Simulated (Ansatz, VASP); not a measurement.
# Ti3O in VASP and in Ansatz

Contents of POSCAR:

```
Ti3O
1.0
    2.9357969426      0.0000000000      0.0000000000
   -1.4678984713      2.5424747326      0.0000000000
    0.0000000000      0.0000000000     23.6361929063
Ti O
3 1
Direct
    0.3333333333      0.6666666666      0.3596179822
    0.6666666667      0.3333333334      0.4531964183
    0.3333333333      0.6666666666      0.5467425953
    0.3333333333      1.1666666667      0.6420474027
```

INCAR.step1

```
SYSTEM = Ti3O
PREC     = Accurate       ! precision mode
ENCUT    = 520            ! plane-wave cutoff, eV
ISMEAR   = 0              ! smearing method
SIGMA    = 0.1            ! smearing width, eV
LREAL    = .False.        ! projectors in reciprocal space
LASPH    = .True.         ! aspherical terms in the spheres
NELM     = 60             ! most SCF steps
LDIPOL   = .True.       
IDIPOL   = 3            
DIPOL    = 0.5 0.5 0.500
NBANDS   = 29             ! bands
GGA      = PE             ! functional
ALGO     = Normal         ! electronic algorithm
EDIFF    = 1E-4           ! SCF threshold, eV
LWAVE    = .True.         ! write WAVECAR
LCHARG   = .False.        ! write CHGCAR
```

File INCAR.step2:

```
SYSTEM = Ti3O
PREC     = Accurate       ! precision mode
ENCUT    = 520            ! plane-wave cutoff, eV
EDIFF    = 1E-7           ! SCF threshold, eV
ISMEAR   = 0              ! smearing method
SIGMA    = 0.1            ! smearing width, eV
LREAL    = .False.        ! projectors in reciprocal space
LASPH    = .True.         ! aspherical terms in the spheres
NELM     = 60             ! most SCF steps
ALGO     = Normal         ! electronic algorithm
ISIF     = 2              ! what is computed and relaxed
LWAVE    = .False.        ! write WAVECAR
LCHARG   = .False.        ! write CHGCAR
LDIPOL   = .True.       
IDIPOL   = 3            
DIPOL    = 0.5 0.5 0.500
METAGGA  = R2SCAN         ! meta-GGA
LMIXTAU  = .True.       
NBANDS   = 29             ! bands
ISTART   = 1
```

Contents of KPOINTS:

```
Automatic mesh
0
Gamma
  12 12 1
  0 0 0
```

Input for Ansatz:

```yaml
crystal:
  lattice:
    - [2.9357969426, 0.0, 0.0]
    - [-1.4678984713, 2.5424747326, 0.0]
    - [0.0, 0.0, 23.6361929063]
  atoms:
    - { symbol: Ti, position: [0.3333333333, 0.6666666666, 0.3596179822] }
    - { symbol: Ti, position: [0.6666666667, 0.3333333334, 0.4531964183] }
    - { symbol: Ti, position: [0.3333333333, 0.6666666666, 0.5467425953] }
    - { symbol: O, position: [0.3333333333, 1.1666666667, 0.6420474027] }
basis:
  ecutwfc: 500
kpoints:
  mp_grid: { grid: [12, 12, 1] }
hamiltonian:
  xc: r2scan
scf:
  occupations: { method: gaussian, width: 0.1 }
output:
  forces: true
  stress: true
  eigenvalues: true
  write_density: true
  write_potential: true
  elf: true
  volumetric_format: npy
efield:
  axis: 3
  dipole_correction: true
  ramp_width: 0.04
```

Alike in both runs: task single point; functional r2SCAN; k mesh 12 × 12 × 1; occupations gaussian, width 0.1 eV; no spin polarisation.

|  | VASP | Ansatz |
| --- | --- | --- |
| version | VASP 6.6.1 | Ansatz 0.2.0 |
| potentials or method | VASP PAW PBE potentials, release 64 (Ti_sv, O), cutoff 520 eV | scalar-relativistic, plane waves, PAW |
| valence electrons in the cell | 42 | 42 |

Ansatz gave:

- gap on the k mesh at the Fermi level (eV): none
- rms of the force components (eV/Å): 1.690

Task: What did VASP give for the same quantities?

Result: gap on the k mesh at the Fermi level (eV): none; rms of the force components (eV/Å): 1.693.

VASP's potentials were made for PBE, not for r2SCAN. Atom by atom the forces differ by 0.012 eV/Å (rms over components). A gap of «none» marks a metal or a gap that the smearing closes. Ansatz's warnings: xc potential rough in thin density.
